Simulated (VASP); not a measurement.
## In: single point with r2SCAN

Crystal: In.

```
In
1.0
    -1.90417    1.90417    1.90417
     1.90417   -1.90417    1.90417
     1.90417    1.90417   -1.90417
In
1
Direct
  0.00000 0.00000 0.00000
```

This isn't the form of In at room conditions, which is tetragonal.

```
Program                : VASP 6.6.1
Task                   : single point
Functional             : r2SCAN
Potentials or basis    : VASP PAW PBE potentials, release 64 (In_d)
Cutoff                 : 520 eV
k mesh                 : 16 × 16 × 16
Occupations            : gaussian, width 0.05 eV
Spin                   : no spin polarisation
Dipole correction      : no
Further INCAR settings : ALGO = Normal; EDIFF = 1e-06; NBANDS = 12
```

| Item | Value |
| --- | --- |
| Pressure | -1.2 GPa |
| Band gap on the k mesh | zero (an odd number of electrons rules out a gap without spin polarisation) |

Levels at points of the mesh, in eV from the Fermi level:
```tsv
k point	band 3	band 4	band 5	band 6	band 7	band 8	band 9	band 10
(0.00, 0.00, 0.00)	-15.23	-14.97	-14.97	-9.65	11.11	11.11	11.11	13.60
(0.50, 0.00, 0.00)	-14.99	-14.98	-14.81	-4.06	-3.17	5.92	7.59	10.22
(0.50, 0.50, 0.50)	-14.85	-14.85	-14.85	0.91	1.24	1.24	1.24	5.49
```

It took 2.8 min on 1 thread of AMD EPYC 7R13 Processor (Zen 3), on a shared host, peak memory 0.16 GiB.

Caveat: the PAW data sets were made with another functional, which shifts forces and pressure a little; spin-orbit coupling is left out, which moves the levels of the heavy elements.
